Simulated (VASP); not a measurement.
Input of a VASP 6.6.1 run:

File INCAR:

```
PREC = Accurate
ENCUT = 520
EDIFF = 1E-7
ISMEAR = 0
SIGMA = 0.1
LREAL = F
LASPH = T
NELM = 60
ALGO = Normal
ISIF = 2
LWAVE = F
LCHARG = F
GGA = PS
NBANDS = 11
```

Contents of KPOINTS:

```
regular mesh
0
Gamma
  12 12 12
```

POSCAR

```
Sr
1.0
   -2.6393942500      2.4453942500      2.4453942500
    2.4453942500     -2.6393942500      2.4453942500
    2.4453942500      2.4453942500     -2.6393942500
Sr
1
Direct
    0.0000000000      0.0000000000      0.0000000000
```

Potentials or basis: VASP PAW PBE potentials, release 64 (Sr_sv).

Run with:

```bash
$ cat potpaw_PBE.64/Sr_sv/POTCAR > POTCAR
$ mpirun -np 1 vasp_std > vasp.out
```

Q: Estimate the pressure.

A: -1.1 GPa.

Q: Estimate the band gap on the k mesh.

A: Zero (bands 5 and 6 overlap by 0.33 eV).

Stress tensor (GPa, compression positive):
```
-1.08  1.14  1.14
 1.14 -1.08  1.14
 1.14  1.14 -1.08
```

Caveat: the cell differs from its parent crystal (strained); the PAW data sets were made with another functional, which shifts forces and pressure a little.
